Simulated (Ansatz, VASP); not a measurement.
## Two plane-wave programs on Rh

```
Rh
1.0
     0.00000    1.83713    1.80860
     1.83713    0.00000    1.80860
     1.83713    1.83713    0.00000
Rh
1
Cartesian
  0.0000 0.0000 0.0000
```

Alike in both runs: task single point; functional PBEsol; k mesh 18 × 18 × 18; occupations gaussian, width 0.1 eV; no spin polarisation.

```csv
,VASP,Ansatz
version,VASP 6.6.1,Ansatz 0.2.0
potentials or method,"VASP PAW PBE potentials, release 64 (Rh_pv), cutoff 520 eV","scalar-relativistic, plane waves, PAW"
valence electrons in the cell,15,17
```

VASP gave:

| Item | Value |
| --- | --- |
| gap on the k mesh at the Fermi level (eV) | none |
| pressure (GPa) | 38.4 |
| traceless stress, the component that is largest in VASP (GPa) | 3.69 |

Problem. Which values does Ansatz return?

Solution. gap on the k mesh at the Fermi level (eV): none; pressure (GPa): 38.5; traceless stress, the component that is largest in VASP (GPa): 3.69.

VASP's potentials were made for PBE, not for PBEsol. A gap of «none» marks a metal or a gap that the smearing closes. Both programs put the cell under a high pressure, so it lies far from rest at this level. VASP's potentials hold 15 valence electrons a cell and Ansatz's 17, so a difference there can come from the potentials and not from the codes.
